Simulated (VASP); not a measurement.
## MgIn2N2: single point with PBE

Crystal: MgIn2N2.

```
Mg In N
1.0
     1.65261    0.95413    7.69350
    -1.65261    0.95413    7.69350
     0.00000   -1.90827    7.69350
Mg In N
1 2 2
Direct
  0.97650 0.98012 0.05049
  0.41903 0.42691 0.47077
  0.60767 0.55532 0.52239
  0.29243 0.27372 0.27917
  0.68221 0.73480 0.73484
```

- Program: VASP 6.6.1
- Task: single point
- Functional: PBE
- Potentials or basis: VASP PAW PBE potentials, release 64 (Mg, In_d, N)
- Cutoff: 520 eV
- k mesh: 4 × 4 × 4
- Occupations: fermi-dirac, width 0.112 eV
- Spin: no spin polarisation
- Dipole correction: no
- Further INCAR settings: ALGO = Normal; EDIFF = 1e-07; NBANDS = 27

The pressure is 2.7 GPa, the largest force is 1.530 eV/Å and the band gap on the k mesh is 0.18 eV.

Forces in eV/Å, atoms in the order of the input:
```
Mg  -0.037  0.506 -0.496
In  -0.258  0.162 -0.314
In  -0.353 -0.547  0.471
N    0.158  0.187 -1.078
N    0.490 -0.308  1.416
```

Stress tensor (GPa, compression positive):
```
 2.23 -0.63  0.60
-0.63  3.12  1.72
 0.60  1.72  2.86
```

Levels at points of the mesh, in eV from the valence-band top:
```tsv
k point	band 15	band 16	band 17	band 18	band 19	band 20	band 21	band 22	band 23	band 24
(0.00, 0.00, 0.00)	-2.31	-0.69	-0.67	-0.31	-0.02	2.19	3.14	5.46	8.97	9.16
(0.50, 0.00, 0.00)	-3.39	-2.61	-1.66	-1.05	-0.78	1.74	2.80	3.42	6.61	7.36
(0.00, 0.50, 0.00)	-3.22	-2.77	-1.70	-1.14	-0.73	2.06	2.54	3.39	6.50	7.29
(0.00, 0.00, 0.50)	-3.25	-2.75	-1.68	-1.18	-0.69	2.02	2.51	3.26	6.32	7.11
(0.50, 0.50, 0.00)	-2.75	-2.22	-1.80	-1.73	-1.07	0.92	3.49	4.27	5.92	6.99
(0.50, 0.00, 0.50)	-2.75	-2.21	-1.89	-1.72	-1.00	0.99	3.52	4.35	6.17	6.98
(0.00, 0.50, 0.50)	-2.84	-2.38	-1.72	-1.59	-0.95	0.87	3.47	4.50	5.95	7.07
(0.50, 0.50, 0.50)	-0.71	-0.69	-0.29	-0.17	0.00	0.18	3.75	6.02	9.25	9.45
```

It took 3.2 min on 1 thread of AMD EPYC 9R45 96-Core Processor (Zen 5) (shared host), peak memory 0.47 GiB.

Caveat: the k points lie up to 0.55 Å⁻¹ apart; the atoms stand as in a frame of molecular dynamics; spin-orbit coupling is left out, which moves the levels of the heavy elements; forces of over 1 eV/Å act on the atoms, so gaps and moduli don't describe the material at rest. A k mesh can miss the band edges.
